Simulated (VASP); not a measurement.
# MgSe3 (Pm-3m) in VASP: density of states with PBE

Aim: the density of states of MgSe3 with PBE.

All numbers are computed with VASP 6.6.1; they aren't measurements. Logs are shortened: lines on timing, memory, paths and dates and some standing lists are left out, and cuts for length are marked.

## (1) The cell of the first run

Symmetry: Pm-3m, No. 221, cubic system. Conventional cell: a = 4.383 Å, b = 4.383 Å, c = 4.383 Å, α = 90.00°, β = 90.00°, γ = 90.00°. Mg (site symmetry m-3m) has 12 Se at 3.10 Å within 4.1 Å. Se (site symmetry 4/mmm) has 4 Mg at 3.10 Å and 8 Se at 3.10 Å within 4.1 Å.

## (2) Density of states, PBE

Input file POSCAR:

```
MgSe3
1.0
    4.3827778274      0.0000000000      0.0000000000
    0.0000000000      4.3827778274      0.0000000000
    0.0000000000      0.0000000000      4.3827778274
Mg Se
1 3
Direct
    0.0000000000      0.0000000000      0.0000000000
    0.5000000000      0.0000000000      0.5000000000
    0.0000000000      0.5000000000      0.5000000000
    0.5000000000      0.5000000000      0.0000000000
```

Input file INCAR.step1:

```
ALGO     = Normal         # electronic algorithm
EDIFF    = 1E-6           # SCF threshold, eV
ENCUT    = 520            # plane-wave cutoff, eV
GGA      = PE             # functional
ISIF     = 2              # what is computed and relaxed
ISMEAR   = 0              # smearing method
LASPH    = T              # aspherical terms in the spheres
LCHARG   = T              # write CHGCAR
LREAL    = F              # projectors in reciprocal space
LWAVE    = F              # write WAVECAR
NBANDS   = 18             # bands
NELM     = 100            # most SCF steps
PREC     = Accurate       # precision mode
SIGMA    = 0.1            # smearing width, eV
```

Input file KPOINTS.step1:

```
k-points
0
Gamma
  10 10 10
```

Input file INCAR.step2:

```
ALGO     = Normal         # electronic algorithm
EDIFF    = 1E-6           # SCF threshold, eV
ENCUT    = 520            # plane-wave cutoff, eV
GGA      = PE             # functional
ICHARG   = 11             # starting density
ISIF     = 2              # what is computed and relaxed
ISMEAR   = -5             # smearing method
LASPH    = T              # aspherical terms in the spheres
LCHARG   = F              # write CHGCAR
LORBIT   = 11             # projections on sites
LREAL    = F              # projectors in reciprocal space
LWAVE    = F              # write WAVECAR
NBANDS   = 18             # bands
NEDOS    = 1001           # points of the DOS
NELM     = 100            # most SCF steps
PREC     = Accurate       # precision mode
SIGMA    = 0.1            # smearing width, eV
```

Input file KPOINTS.step2:

```
k-points
0
Gamma
  15 15 15
```

Potentials or basis: VASP PAW PBE potentials, release 64 (Mg, Se).

Run with:

```sh
> cat potpaw_PBE.64/Mg/POTCAR potpaw_PBE.64/Se/POTCAR > POTCAR
> cp INCAR.step1 INCAR
> cp KPOINTS.step1 KPOINTS
> mpirun -np 1 vasp_std > vasp.out
> cp INCAR.step2 INCAR
> cp KPOINTS.step2 KPOINTS
> mpirun -np 1 vasp_std > vasp.out
```

OUTCAR:

```text
EDIFF = 1E-6
   ENCUT = 520
   GGA = PE
   ICHARG = 11
   ISIF = 2
   ISMEAR = -5
   LASPH = T
   LORBIT = 11
   LREAL = F
   NELM = 100
   PREC = Accurate

 ion  position               nearest neighbor table
   1  0.000  0.000  0.000-   2 3.10   3 3.10   4 3.10   2 3.10   3 3.10   3 3.10   4 3.10   3 3.10
                             2 3.10   4 3.10   2 3.10   4 3.10
   2  0.500  0.000  0.500-   1 3.10   1 3.10   1 3.10   1 3.10
   3  0.000  0.500  0.500-   1 3.10   1 3.10   1 3.10   1 3.10
   4  0.500  0.500  0.000-   1 3.10   1 3.10   1 3.10   1 3.10

  LATTYP: Found a simple cubic cell.
 ALAT       =     4.3827778274

  Lattice vectors:

 A1 = (   4.3827778274,   0.0000000000,   0.0000000000)
 A2 = (   0.0000000000,   4.3827778274,   0.0000000000)
 A3 = (   0.0000000000,   0.0000000000,   4.3827778274)

Analysis of symmetry for initial positions (statically):
=====================================================================
 Subroutine PRICEL returns:
 Original cell was already a primitive cell.

 Routine SETGRP: Setting up the symmetry group for a
 simple cubic supercell.

 Subroutine GETGRP returns: Found 48 space group operations
 (whereof 48 operations were pure point group operations)
 out of a pool of 48 trial point group operations.

The static configuration has the point symmetry O_h .

Analysis of symmetry for dynamics (positions and initial velocities):
=====================================================================
 Subroutine PRICEL returns:
 Original cell was already a primitive cell.

 Routine SETGRP: Setting up the symmetry group for a
 simple cubic supercell.

 Subroutine GETGRP returns: Found 48 space group operations
 (whereof 48 operations were pure point group operations)
 out of a pool of 48 trial point group operations.

The dynamic configuration has the point symmetry O_h .

 Subroutine INISYM returns: Found 48 space group operations
 (whereof 48 operations are pure point group operations),
 and found     1 'primitive' translations

----------------------------------------------------------------------------------------

                                     Primitive cell

  volume of cell :      84.1876

  direct lattice vectors                    reciprocal lattice vectors
     4.382777827  0.000000000  0.000000000     0.228165798  0.000000000  0.000000000
     0.000000000  4.382777827  0.000000000     0.000000000  0.228165798  0.000000000
     0.000000000  0.000000000  4.382777827     0.000000000  0.000000000  0.228165798

  length of vectors
     4.382777827  4.382777827  4.382777827     0.228165798  0.228165798  0.228165798

  position of ions in fractional coordinates (direct lattice)
     0.000000000  0.000000000  0.000000000
     0.500000000  0.000000000  0.500000000
     0.000000000  0.500000000  0.500000000
     0.500000000  0.500000000  0.000000000

  ion indices of the primitive-cell ions
   primitive index   ion index
                 1           1
                 2           2
                 3           3
                 4           4

----------------------------------------------------------------------------------------

 KPOINTS: k-points

Automatic generation of k-mesh.
 Grid dimensions read from file:
 generate k-points for:   15   15   15

 Generating k-lattice:

  Cartesian coordinates                     Fractional coordinates (reciprocal lattice)
     0.015211053  0.000000000  0.000000000     0.066666667  0.000000000  0.000000000
     0.000000000  0.015211053  0.000000000     0.000000000  0.066666667  0.000000000
     0.000000000  0.000000000  0.015211053     0.000000000  0.000000000  0.066666667

  Length of vectors
     0.015211053  0.015211053  0.015211053

  Shift w.r.t. Gamma in fractional coordinates (k-lattice)
     0.000000000  0.000000000  0.000000000

 TETIRR: Found   1667 inequivalent tetrahedra from    20250

 Subroutine IBZKPT returns following result:
 ===========================================

 Found    120 irreducible k-points:

 Following reciprocal coordinates:
            Coordinates               Weight
  0.000000  0.000000  0.000000      1.000000
  0.066667  0.000000  0.000000      6.000000
  0.133333  0.000000  0.000000      6.000000
  0.200000  0.000000  0.000000      6.000000
  0.266667  0.000000  0.000000      6.000000
  0.333333  0.000000  0.000000      6.000000
[... 16 lines left out ...]
  0.266667  0.200000  0.000000     24.000000
  0.333333  0.200000  0.000000     24.000000
 [... further k-points ...]
   k-points           NKPTS =    120   k-points in BZ     NKDIM =    120   number of bands    NBANDS=     18
   number of dos      NEDOS =   1001   number of ions     NIONS =      4
   total plane-waves  NPLWV =  46656
   dimension x,y,z NGX =    36 NGY =   36 NGZ =   36
   dimension x,y,z NGXF=    72 NGYF=   72 NGZF=   72
   ions per type =               1   3
   NGX,Y,Z   is equivalent  to a cutoff of  13.66, 13.66, 13.66 a.u.
   NGXF,Y,Z  is equivalent  to a cutoff of  27.31, 27.31, 27.31 a.u.
 SYSTEM =  unknown system
   PREC   = accura    normal or accurate (medium, high low for compatibility)
   ISTART =      0    job   : 0-new  1-cont  2-samecut
   ICHARG =     11    charge: 1-file 2-atom 10-const
   ISPIN  =      1    spin polarized calculation?
   LNONCOLLINEAR =      F non collinear calculations
   LSORBIT =      F    spin-orbit coupling
   LASPH  =      T    aspherical Exc in radial PAW
   ENCUT  =  520.0 eV  38.22 Ry    6.18 a.u.   8.15  8.15  8.15*2*pi/ulx,y,z
   NELM   =    100;   NELMIN=  2; NELMDL=  0     # of ELM steps
   EDIFF  = 0.1E-05   stopping-criterion for ELM
   LREAL  =      F    real-space projection
   EDIFFG = 0.1E-04   stopping-criterion for IOM
   NSW    =      0    number of steps for IOM
   IBRION =     -1    ionic relax: 0-MD 1-quasi-New 2-CG
   NFREE  =      0    steps in history (QN), initial steepest desc. (CG)
   ISIF   =      2    stress and relaxation
   ISYM   =      2    0-nonsym 1-usesym 2-fastsym
   POTIM  = 0.5000    time-step for ionic-motion
   TEBEG  =    0.0;   TEEND  =   0.0 temperature during run
   PSTRESS=    0.0 pullay stress
   NELECT =      20.0000    total number of electrons
   NUPDOWN=      -1.0000    fix difference up-down
   EMIN   =  10.00;   EMAX   =-10.00  energy-range for DOS
   EFERMI =   0.00;   METHOD = LEGACY
   ISMEAR =    -5;   SIGMA  =   0.10  broadening in eV -4-tet -1-fermi 0-gaus
   EFERMI_NEDOS =   21; number of points for ismear=-14 and -15
   IALGO  =     38    algorithm
   IMIX   =      4    mixing-type and parameters
     AMIX     =   0.40;   BMIX     =  1.00
     AMIX_MAG =   1.60;   BMIX_MAG =  1.00
  volume/ion in A,a.u.               =      21.05       142.03
  Fermi-wavevector in a.u.,A,eV,Ry     =   1.013916  1.916024 13.987142  1.028026
  Thomas-Fermi vector in A             =   2.147113
   LORBIT       =     11    0 simple, 1 ext, 2 COOP (PROOUT), +10 PAW based schemes
   GGA     = PE    functional components
   LHFCALC =     F    Hartree Fock is set to
   AEXX    =    0.0000 exact exchange contribution
   IVDW    =     0    specifies the selected vdW correction
   LEPSILON=     F    determine dielectric tensor
   LRPA    =     F    only Hartree local field effects (RPA)
 non-spin polarized calculation
 Fermi weights with tetrahedron method with Bloechl corrections
  energy-cutoff  :      520.00
  volume of cell :       84.19
 maximum number of plane-waves:      2301
 NGX is ok and might be reduce to    36

 number of electron      20.0000004 magnetization

 Free energy of the ion-electron system (eV)
  ---------------------------------------------------
  ext. energy  EPLUGINS =         0.00000000
  ---------------------------------------------------
  free energy    TOTEN  =       -11.69925652 eV

  energy without entropy =      -11.69925652  energy(sigma->0) =      -11.69925652

 E-fermi :   4.9090     XC(G=0):  -9.9423

 val. band max:        4.9035122337   @ k =   0.4667   0.2667   0.0667
 cond. band min:       4.8417855955   @ k =   0.2000   0.2000   0.0000
 fundamental gap:     -0.0617266382
 Fermi energy:         4.9090457932

 k-point     1 :       0.0000    0.0000    0.0000
  band No.  band energies     occupation
      1     -10.4683      2.00000
      2      -6.8956      2.00000
      3      -6.8956      2.00000
      4      -0.3717      2.00000
      5      -0.3717      2.00000
      6      -0.3717      2.00000
[... 10 lines left out ...]
     17      10.6799      0.00000
     18      10.6801      0.00000

 k-point     2 :       0.0667    0.0000    0.0000
  band No.  band energies     occupation
      1     -10.4438      2.00000
      2      -6.9541      2.00000
      3      -6.8907      2.00000
      4      -0.3440      2.00000
      5      -0.3440      2.00000
      6      -0.3309      2.00000
[... 10 lines left out ...]
     17      10.7962      0.00000
     18      10.7964      0.00000

 k-point     3 :       0.1333    0.0000    0.0000
  band No.  band energies     occupation
      1     -10.3708      2.00000
      2      -7.1201      2.00000
      3      -6.8768      2.00000
      4      -0.2617      2.00000
      5      -0.2617      2.00000
      6      -0.2133      2.00000
[... 412 lines left out ...]
 k-point    23 :       0.2667    0.2000    0.0000
  band No.  band energies     occupation
      1      -9.8810      2.00000
      2      -7.6828      2.00000
      3      -7.1381      2.00000
      4      -0.5642      2.00000
      5       0.3034      2.00000
      6       1.1825      2.00000
[... 10 lines left out ...]
     17      11.3440      0.00000
     18      12.8586      0.00000

 k-point    24 :       0.3333    0.2000    0.0000
  band No.  band energies     occupation
      1      -9.6907      2.00000
      2      -7.9516      2.00000
      3      -7.1321      2.00000
      4      -0.4928      2.00000
      5       0.5243      2.00000
      6       1.0439      2.00000
[... 10 lines left out ...]
     17      12.0501      0.00000
     18      13.1305      0.00000

 [... further k-points ...]

------------------------ aborting loop because EDIFF is reached ----------------------------------------

  FORCE on cell =-STRESS in cart. coord.  units (eV):
  Direction    XX          YY          ZZ          XY          YZ          ZX
  --------------------------------------------------------------------------------------
  -------------------------------------------------------------------------------------
  Total        0.1214982      0.1214982      0.1214982      0.0000000      0.0000000      0.0000000
  in kB        2.3122347      2.3122347      2.3122347      0.0000000      0.0000000      0.0000000
  external PRESSURE =       2.3122347 kB  Pullay stress =       0.0000000 kB

 VOLUME and BASIS-vectors are now :
 -----------------------------------------------------------------------------
  energy-cutoff  :      520.00
  volume of cell :       84.19
      direct lattice vectors                 reciprocal lattice vectors
     4.382777827  0.000000000  0.000000000     0.228165798  0.000000000  0.000000000
     0.000000000  4.382777827  0.000000000     0.000000000  0.228165798  0.000000000
     0.000000000  0.000000000  4.382777827     0.000000000  0.000000000  0.228165798

 POSITION                                       TOTAL-FORCE (eV/Angst)
 -----------------------------------------------------------------------------------
      0.00000      0.00000      0.00000         0.000000      0.000000      0.000000
      2.19139      0.00000      2.19139         0.000000      0.000000      0.000000
      0.00000      2.19139      2.19139         0.000000      0.000000      0.000000
      2.19139      2.19139      0.00000         0.000000      0.000000      0.000000
 -----------------------------------------------------------------------------------
    total drift:                                0.000000      0.000000      0.000000

  FREE ENERGIE OF THE ION-ELECTRON SYSTEM (eV)
  ---------------------------------------------------
  free  energy   TOTEN  =       -11.6992565249 eV

  energy  without entropy=      -11.6992565249  energy(sigma->0) =      -11.69925652

 total charge

# of ion       s       p       d       tot
------------------------------------------
    1        0.148   0.073   0.022   0.243
    2        1.527   2.126   0.039   3.692
    3        1.527   2.126   0.039   3.692
    4        1.527   2.126   0.039   3.692
--------------------------------------------------
tot          4.729   6.452   0.139  11.320
```

Run time: 3.2 min. Hardware: 1 thread of AMD EPYC 7R43 (Zen 3), shared host; peak memory 0.28 GiB.

Results:

```yaml
Valence_electrons_inside_the_program's_atomic_spheres: Mg 0.24; Se 3.69
```

Caveat: tetrahedron occupations give inexact forces and stress in metals.
